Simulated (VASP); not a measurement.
Runs of VASP 6.6.1 on Bi. The structure is that of space group Fd-3m (No. 227), or close to it. The cells are those of the table. 

```tsv
task	cell	k mesh	cutoff (eV)	gap on the mesh (eV)	pressure (GPa)	relaxed volume (Å³/atom)
single point	a = 5.067 Å, angles 60.0°, 2 atoms	14 × 14 × 14	520	none	-0.1	-
single point	a = 4.805 Å, angles 60.0°, 2 atoms	6 × 6 × 6	520	none	7.5	-
relaxation of cell and atoms	relaxed from a = 5.039 Å, angles 60.0°, 2 atoms	14 × 14 × 14	600	none	0.0	(a)
relaxation of cell and atoms	relaxed from a = 4.805 Å, angles 60.0°, 2 atoms	4 × 4 × 4	600	none	0.0	45.15
single point	a = 5.039 Å, angles 60.0°, 2 atoms	4 × 4 × 4	520	none	-0.1	-
```

Alike in all rows: level PBEsol; potentials or basis VASP PAW PBE potentials, release 64 (Bi_d); no spin polarisation; smearing gaussian 0.1 eV.

Estimate the missing entries.

(a) 45.93.

Caveats: some runs use coarse meshes; the PAW data sets were made with another functional, which shifts forces and pressure a little; spin-orbit coupling is left out, which moves the levels of the heavy elements; the volume moved by over 15 % at a fixed basis, so the end points are rough (some runs).

A k mesh can miss the band edges, and the runs leave out spin-orbit coupling on Bi.

A gap of «none» marks levels without a gap at the run's occupations.
